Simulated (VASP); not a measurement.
# AlN: single point with PBE

Crystal: AlN.

```
CELL_PARAMETERS angstrom
0.05826 2.24314 2.24314
2.24314 0.05826 2.24314
2.24314 2.24314 0.05826
ATOMIC_POSITIONS crystal
Al 0.00129 0.00129 0.00129
N 0.24871 0.24871 0.24871
```

This cell differs from its parent crystal: strain along [111] +4.0%.

| Item | Value |
| --- | --- |
| Program | VASP 6.6.1 |
| Task | single point |
| Functional | PBE |
| Potentials or basis | VASP PAW PBE potentials, release 64 (Al, N) |
| Cutoff | 520 eV |
| k mesh | 6 × 6 × 6 |
| Occupations | gaussian, width 0.01 eV |
| Spin | no spin polarisation |
| Dipole correction | no |
| Further INCAR settings | ALGO = Normal; EDIFF = 1e-07; NBANDS = 11 |

```json
{
 "Pressure": "-3.2 GPa",
 "Largest force": "0.028 eV/Å",
 "Band gap on the k mesh": "3.17 eV, indirect (least direct gap 3.69 eV)"
}
```

Forces in eV/Å, atoms in the order of the input:
```
Al   0.016  0.016  0.016
N   -0.016 -0.016 -0.016
```

Stress tensor (GPa, compression positive):
```
-3.22 -4.78 -4.78
-4.78 -3.22 -4.78
-4.78 -4.78 -3.22
```

Levels at points of the mesh, in eV from the valence-band top:
```csv
k point,band 1,band 2,band 3,band 4,band 5,band 6,band 7,band 8,band 9
"(0.00, 0.00, 0.00)",-14.86,-0.30,0.00,0.00,3.69,11.47,12.39,12.39,17.25
"(0.50, 0.00, 0.00)",-12.88,-5.74,-0.71,-0.55,6.78,9.41,10.51,10.88,17.34
"(0.50, 0.50, 0.00)",-12.32,-4.89,-2.00,-1.66,3.17,8.29,13.24,15.10,15.20
"(0.50, 0.50, 0.50)",-13.07,-5.94,-0.40,-0.40,7.24,9.42,11.21,11.21,17.41
```

Run time: 6.8 s on 1 thread of Intel Xeon 6975P-C (shared host), peak memory 0.13 GiB.

Caveat: the cell differs from its parent crystal (strain along [111] +4.0%). A k mesh can miss the band edges.
